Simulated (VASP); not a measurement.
# Si (Fd-3m) in VASP: further runs

Runs on Si. Level: LDA. Tasks: electric field gradients.

Everything below comes from runs of VASP 6.6.1. Logs are shortened: lines on timing, memory, paths and dates and some standing lists are left out, and cuts for length are marked.

**1. The cell of the first run**

Symmetry: Fd-3m, No. 227, cubic system. The conventional cell has a = 5.358 Å, b = 5.358 Å, c = 5.358 Å, α = 90.00°, β = 90.00°, γ = 90.00°. Si (site symmetry -43m) has 4 Si at 2.32 Å within 3.1 Å.

**2. Electric field gradients, LDA (19.22 Å³/atom)**

The input, INCAR:

```
SYSTEM = Si
PREC = Accurate
ENCUT = 520
EDIFF = 1E-8
ISMEAR = -1
SIGMA = 0.08
LREAL = .FALSE.
LASPH = .TRUE.
NELM = 100
ALGO = Normal
ISIF = 2
LWAVE = .FALSE.
LCHARG = .FALSE.
GGA = CA
LEFG = .TRUE.
NBANDS = 11
```

The input, KPOINTS:

```
Automatic mesh
0
G
  12 12 12
  0 0 0
```

The input, POSCAR:

```
Si
1.0
    0.0000000000      2.6787699606      2.6787699606
    2.6787699606      0.0000000000      2.6787699606
    2.6787699606      2.6787699606      0.0000000000
Si
2
Direct
    0.5000000000      0.5000000000      0.5000000000
    0.7500000000      0.7500000000      0.7500000000
```

Potentials or basis: VASP PAW LDA potentials, release 64 (Si).

The run is started by

```bash
> cat potpaw_LDA.64/Si/POTCAR > POTCAR
> mpirun -np 1 vasp_std > vasp.out
```

OUTCAR:

```text
SYSTEM = Si
   PREC = Accurate
   ENCUT = 520
   EDIFF = 1E-8
   ISMEAR = -1
   LREAL = .FALSE.
   LASPH = .TRUE.
   NELM = 100
   ISIF = 2
   GGA = CA

 ion  position               nearest neighbor table
   1  0.500  0.500  0.500-   2 2.32   2 2.32   2 2.32   2 2.32
   2  0.750  0.750  0.750-   1 2.32   1 2.32   1 2.32   1 2.32

  LATTYP: Found a face centered cubic cell.
 ALAT       =     5.3575399212

  Lattice vectors:

 A1 = (   0.0000000000,   2.6787699606,   2.6787699606)
 A2 = (   2.6787699606,   0.0000000000,   2.6787699606)
 A3 = (   2.6787699606,   2.6787699606,   0.0000000000)

Analysis of symmetry for initial positions (statically):
=====================================================================
 Subroutine PRICEL returns:
 Original cell was already a primitive cell.

 Routine SETGRP: Setting up the symmetry group for a
 face centered cubic supercell.

 Subroutine GETGRP returns: Found 48 space group operations
 (whereof 24 operations were pure point group operations)
 out of a pool of 48 trial point group operations.

The static configuration has the point symmetry T_d .
 The point group associated with its full space group is O_h .

Analysis of symmetry for dynamics (positions and initial velocities):
=====================================================================
 Subroutine PRICEL returns:
 Original cell was already a primitive cell.

 Routine SETGRP: Setting up the symmetry group for a
 face centered cubic supercell.

 Subroutine GETGRP returns: Found 48 space group operations
 (whereof 24 operations were pure point group operations)
 out of a pool of 48 trial point group operations.

The dynamic configuration has the point symmetry T_d .
 The point group associated with its full space group is O_h .

 Subroutine INISYM returns: Found 48 space group operations
 (whereof 24 operations are pure point group operations),
 and found     1 'primitive' translations

----------------------------------------------------------------------------------------

                                     Primitive cell

  volume of cell :      38.4447

  direct lattice vectors                    reciprocal lattice vectors
     0.000000000  2.678769961  2.678769961    -0.186652832  0.186652832  0.186652832
[... 135 lines left out ...]
 val. band max:        6.1917940824   @ k =   0.0000   0.0000   0.0000
 cond. band min:       6.5902497953   @ k =   0.4167   0.4167   0.0000
 fundamental gap:      0.3984557129
 Fermi energy:         6.3833880689

 k-point     1 :       0.0000    0.0000    0.0000
  band No.  band energies     occupation
      1      -6.0477      2.00000
      2       6.1918      1.83288
      3       6.1918      1.83288
      4       6.1918      1.83288
      5       8.7329      0.00000
      6       8.7329      0.00000
      7       8.7329      0.00000
      8       9.8730      0.00000
      9      13.9403      0.00000
     10      13.9403      0.00000
     11      14.0453      0.00000
[... 309 lines left out ...]
 k-point    24 :      -0.4167    0.1667    0.0000
  band No.  band energies     occupation
      1      -3.3246      2.00000
      2      -0.7558      2.00000
      3       3.0903      2.00000
      4       4.5448      2.00000
      5       8.3113      0.00000
      6      10.2720      0.00000
      7      10.5641      0.00000
      8      14.2258      0.00000
      9      14.7970      0.00000
     10      15.0269      0.00000
     11      17.4193      0.00000

 [... further k-points ...]

------------------------ aborting loop because EDIFF is reached ----------------------------------------

  FORCE on cell =-STRESS in cart. coord.  units (eV):
  Direction    XX          YY          ZZ          XY          YZ          ZX
  --------------------------------------------------------------------------------------
  -------------------------------------------------------------------------------------
  Total        0.6165040      0.6165040      0.6165040     -0.0000000      0.0000000     -0.0000000
  in kB       25.6927291     25.6927291     25.6927291     -0.0000000      0.0000000     -0.0000000
  external PRESSURE =      25.6927291 kB  Pullay stress =       0.0000000 kB

 VOLUME and BASIS-vectors are now :
 -----------------------------------------------------------------------------
  energy-cutoff  :      520.00
  volume of cell :       38.44
      direct lattice vectors                 reciprocal lattice vectors
     0.000000000  2.678769961  2.678769961    -0.186652832  0.186652832  0.186652832
     2.678769961  0.000000000  2.678769961     0.186652832 -0.186652832  0.186652832
     2.678769961  2.678769961  0.000000000     0.186652832  0.186652832 -0.186652832

 POSITION                                       TOTAL-FORCE (eV/Angst)
 -----------------------------------------------------------------------------------
      2.67877      2.67877      2.67877        -0.000000     -0.000000     -0.000000
      4.01815      4.01815      4.01815         0.000000      0.000000      0.000000
 -----------------------------------------------------------------------------------
    total drift:                                0.000000      0.000000     -0.000000

  FREE ENERGIE OF THE ION-ELECTRON SYSTEM (eV)
  ---------------------------------------------------
  free  energy   TOTEN  =       -11.9120724818 eV

  energy  without entropy=      -11.9114182247  energy(sigma->0) =      -11.91174535

 Electric field gradients (V/A^2)
---------------------------------------------------------------------
 ion       V_xx      V_yy      V_zz      V_xy      V_xz      V_yz
---------------------------------------------------------------------
   1      -0.000     0.000    -0.000    -0.000    -0.000    -0.000
   2       0.000     0.000    -0.000    -0.000    -0.000    -0.000
---------------------------------------------------------------------

 Electric field gradients after diagonalization (V/A^2)
 (convention: |V_zz| > |V_xx| > |V_yy|)
----------------------------------------------------------------------
 ion       V_xx      V_yy      V_zz     asymmetry (V_yy - V_xx)/ V_zz
----------------------------------------------------------------------
   1       0.000     0.000    -0.000       0.000
   2       0.000     0.000    -0.000       0.000
----------------------------------------------------------------------

           NMR quadrupolar parameters

 Cq : quadrupolar parameter    Cq=e*Q*V_zz/h
 eta: asymmetry parameters     (V_yy - V_xx)/ V_zz
 Q  : nuclear electric quadrupole moment in mb (millibarn)
----------------------------------------------------------------------
 ion       Cq(MHz)       eta       Q (mb)
----------------------------------------------------------------------
   1      -0.000       0.000       1.000
   2      -0.000       0.000       1.000
----------------------------------------------------------------------
```

stdout:

```text
POSCAR found type information on POSCAR Si
 POSCAR found :  1 types and       2 ions
 scaLAPACK will be used
 LDA part: xc-table for (Slater(with rela. corr.)+CA(PZ))
 , standard interpolation
 POSCAR, INCAR and KPOINTS ok, starting setup
 FFT: planning ... GRIDC
 FFT: planning ... GRID_SOFT
 FFT: planning ... GRID
 WAVECAR not read
 entering main loop
ion   1

ion   2
```

Wall time 17 s (1 thread of AMD EPYC 7R13 (Zen 3), shared host); peak memory 0.11 GiB.

Results:

| Property | Result |
| --- | --- |
| Free energy | -11.9121 eV |
| Pressure | 2.6 GPa |
| Band gap on the k mesh | 0.40 eV (least direct gap 2.54 eV) |
| Largest electric field gradient by atom | zero within the noise of the run |

Levels at points of the mesh, in eV from the valence-band top:
```csv
k point,band 2,band 3,band 4,band 5,band 6,band 7
"(0.00, 0.00, 0.00)",0.00,0.00,0.00,2.54,2.54,2.54
"(0.50, 0.00, 0.00)",-7.18,-1.23,-1.23,1.58,3.27,3.27
"(0.50, 0.50, 0.00)",-7.95,-2.96,-2.96,0.53,0.53,10.33
```

**3. Electric field gradients, LDA (19.62 Å³/atom)**

This run uses another cell than the first one, of 19.62 Å³/atom.

The input, INCAR:

```
ALGO = Normal
EDIFF = 1E-8
ENCUT = 520
GGA = CA
ISIF = 2
ISMEAR = -1
LASPH = T
LCHARG = F
LEFG = T
LREAL = F
LWAVE = F
NBANDS = 11
NELM = 60
PREC = Accurate
SIGMA = 0.08
```

The input, KPOINTS:

```
k-points
0
Gamma
  12 12 12
```

The input, POSCAR:

```
Si
1.0
    0.0000000000      2.6972448200      2.6972448200
    2.6972448200      0.0000000000      2.6972448200
    2.6972448200      2.6972448200      0.0000000000
Si
2
Direct
    0.5000000000      0.5000000000      0.5000000000
    0.7500000000      0.7500000000      0.7500000000
```

Potentials or basis: VASP PAW LDA potentials, release 64 (Si).

The run is started by

```bash
> cat potpaw_LDA.64/Si/POTCAR > POTCAR
> mpirun -np 1 vasp_std > vasp.out
```

OUTCAR:

```text
EDIFF = 1E-8
   ENCUT = 520
   GGA = CA
   ISIF = 2
   ISMEAR = -1
   LASPH = T
   LREAL = F
   NELM = 60
   PREC = Accurate

 ion  position               nearest neighbor table
   1  0.500  0.500  0.500-   2 2.34   2 2.34   2 2.34   2 2.34
   2  0.750  0.750  0.750-   1 2.34   1 2.34   1 2.34   1 2.34

  LATTYP: Found a face centered cubic cell.
 ALAT       =     5.3944896400

  Lattice vectors:

 A1 = (   0.0000000000,   2.6972448200,   2.6972448200)
 A2 = (   2.6972448200,   0.0000000000,   2.6972448200)
 A3 = (   2.6972448200,   2.6972448200,   0.0000000000)

Analysis of symmetry for initial positions (statically):
=====================================================================
 Subroutine PRICEL returns:
 Original cell was already a primitive cell.

 Routine SETGRP: Setting up the symmetry group for a
 face centered cubic supercell.

 Subroutine GETGRP returns: Found 48 space group operations
 (whereof 24 operations were pure point group operations)
 out of a pool of 48 trial point group operations.

The static configuration has the point symmetry T_d .
 The point group associated with its full space group is O_h .

Analysis of symmetry for dynamics (positions and initial velocities):
=====================================================================
 Subroutine PRICEL returns:
 Original cell was already a primitive cell.

 Routine SETGRP: Setting up the symmetry group for a
 face centered cubic supercell.

 Subroutine GETGRP returns: Found 48 space group operations
 (whereof 24 operations were pure point group operations)
 out of a pool of 48 trial point group operations.

The dynamic configuration has the point symmetry T_d .
 The point group associated with its full space group is O_h .

 Subroutine INISYM returns: Found 48 space group operations
 (whereof 24 operations are pure point group operations),
 and found     1 'primitive' translations

----------------------------------------------------------------------------------------

                                     Primitive cell

  volume of cell :      39.2456

  direct lattice vectors                    reciprocal lattice vectors
     0.000000000  2.697244820  2.697244820    -0.185374348  0.185374348  0.185374348
     2.697244820  0.000000000  2.697244820     0.185374348 -0.185374348  0.185374348
     2.697244820  2.697244820  0.000000000     0.185374348  0.185374348 -0.185374348

  length of vectors
     3.814480205  3.814480205  3.814480205     0.321077789  0.321077789  0.321077789

  position of ions in fractional coordinates (direct lattice)
     0.500000000  0.500000000  0.500000000
     0.750000000  0.750000000  0.750000000

  ion indices of the primitive-cell ions
   primitive index   ion index
                 1           1
                 2           2

----------------------------------------------------------------------------------------

 KPOINTS: k-points

Automatic generation of k-mesh.
[... 82 lines left out ...]
   EFERMI_NEDOS =   21; number of points for ismear=-14 and -15
   IALGO  =     38    algorithm
   IMIX   =      4    mixing-type and parameters
     AMIX     =   0.40;   BMIX     =  1.00
     AMIX_MAG =   1.60;   BMIX_MAG =  1.00
  volume/ion in A,a.u.               =      19.62       132.42
  Fermi-wavevector in a.u.,A,eV,Ry     =   0.963477  1.820707 12.630111  0.928287
  Thomas-Fermi vector in A             =   2.093025
   LORBIT       =      0    0 simple, 1 ext, 2 COOP (PROOUT), +10 PAW based schemes
   GGA     = CA    functional components
   LHFCALC =     F    Hartree Fock is set to
   AEXX    =    0.0000 exact exchange contribution
   IVDW    =     0    specifies the selected vdW correction
   LEPSILON=     F    determine dielectric tensor
   LRPA    =     F    only Hartree local field effects (RPA)
 non-spin polarized calculation
  energy-cutoff  :      520.00
  volume of cell :       39.25
 maximum number of plane-waves:      1067
   NGX = 15   NGY = 15   NGZ = 15

 number of electron       8.0000001 magnetization

 Free energy of the ion-electron system (eV)
  ---------------------------------------------------
  ext. energy  EPLUGINS =         0.00000000
  ---------------------------------------------------
  free energy    TOTEN  =       -11.91959111 eV

  energy without entropy =      -11.91903636  energy(sigma->0) =      -11.91931374

 E-fermi :   6.1861     XC(G=0):  -9.6815

 val. band max:        5.9756813554   @ k =   0.0000   0.0000   0.0000
 cond. band min:       6.4108258795   @ k =   0.4167   0.4167   0.0000
 fundamental gap:      0.4351445241
 Fermi energy:         6.1861484350

 k-point     1 :       0.0000    0.0000    0.0000
  band No.  band energies     occupation
      1      -6.1194      2.00000
      2       5.9757      1.86564
      3       5.9757      1.86564
      4       5.9757      1.86564
      5       8.5086      0.00000
      6       8.5086      0.00000
      7       8.5086      0.00000
      8       9.4160      0.00000
      9      13.7141      0.00000
     10      13.7141      0.00000
     11      13.7395      0.00000
[... 309 lines left out ...]
 k-point    24 :      -0.4167    0.1667    0.0000
  band No.  band energies     occupation
      1      -3.4536      2.00000
      2      -0.8858      2.00000
      3       2.9211      2.00000
      4       4.3574      2.00000
      5       8.0865      0.00000
      6      10.0049      0.00000
      7      10.3358      0.00000
      8      13.9263      0.00000
      9      14.4860      0.00000
     10      14.7601      0.00000
     11      17.0946      0.00000

 [... further k-points ...]

------------------------ aborting loop because EDIFF is reached ----------------------------------------

  FORCE on cell =-STRESS in cart. coord.  units (eV):
  Direction    XX          YY          ZZ          XY          YZ          ZX
  --------------------------------------------------------------------------------------
  -------------------------------------------------------------------------------------
  Total        0.1095718      0.1095718      0.1095718      0.0000000      0.0000000     -0.0000000
  in kB        4.4731998      4.4731998      4.4731998      0.0000000      0.0000000     -0.0000000
  external PRESSURE =       4.4731998 kB  Pullay stress =       0.0000000 kB

 VOLUME and BASIS-vectors are now :
 -----------------------------------------------------------------------------
  energy-cutoff  :      520.00
  volume of cell :       39.25
      direct lattice vectors                 reciprocal lattice vectors
     0.000000000  2.697244820  2.697244820    -0.185374348  0.185374348  0.185374348
     2.697244820  0.000000000  2.697244820     0.185374348 -0.185374348  0.185374348
     2.697244820  2.697244820  0.000000000     0.185374348  0.185374348 -0.185374348

 POSITION                                       TOTAL-FORCE (eV/Angst)
 -----------------------------------------------------------------------------------
      2.69724      2.69724      2.69724         0.000000      0.000000      0.000000
      4.04587      4.04587      4.04587        -0.000000     -0.000000     -0.000000
 -----------------------------------------------------------------------------------
    total drift:                                0.000000      0.000000     -0.000000

  FREE ENERGIE OF THE ION-ELECTRON SYSTEM (eV)
  ---------------------------------------------------
  free  energy   TOTEN  =       -11.9195911133 eV

  energy  without entropy=      -11.9190363626  energy(sigma->0) =      -11.91931374

 Electric field gradients (V/A^2)
---------------------------------------------------------------------
 ion       V_xx      V_yy      V_zz      V_xy      V_xz      V_yz
---------------------------------------------------------------------
   1      -0.000     0.000    -0.000    -0.000    -0.000    -0.000
   2      -0.000    -0.000    -0.000    -0.000    -0.000    -0.000
---------------------------------------------------------------------

 Electric field gradients after diagonalization (V/A^2)
 (convention: |V_zz| > |V_xx| > |V_yy|)
----------------------------------------------------------------------
 ion       V_xx      V_yy      V_zz     asymmetry (V_yy - V_xx)/ V_zz
----------------------------------------------------------------------
   1       0.000     0.000    -0.000       0.000
   2       0.000     0.000    -0.000       0.000
----------------------------------------------------------------------

           NMR quadrupolar parameters

 Cq : quadrupolar parameter    Cq=e*Q*V_zz/h
 eta: asymmetry parameters     (V_yy - V_xx)/ V_zz
 Q  : nuclear electric quadrupole moment in mb (millibarn)
----------------------------------------------------------------------
 ion       Cq(MHz)       eta       Q (mb)
----------------------------------------------------------------------
   1      -0.000       0.000       1.000
   2      -0.000       0.000       1.000
----------------------------------------------------------------------
```

It took 16 s on 1 thread of AMD EPYC 7R13 (Zen 3), shared host; peak memory 0.12 GiB.

Results:

| Property | Result |
| --- | --- |
| Free energy | -11.9196 eV |
| Pressure | 0.4 GPa |
| Band gap on the k mesh | 0.44 eV (least direct gap 2.53 eV) |
| Largest electric field gradient by atom | zero within the noise of the run |

A k mesh can miss the band edges.

[end of part 1 of 2]
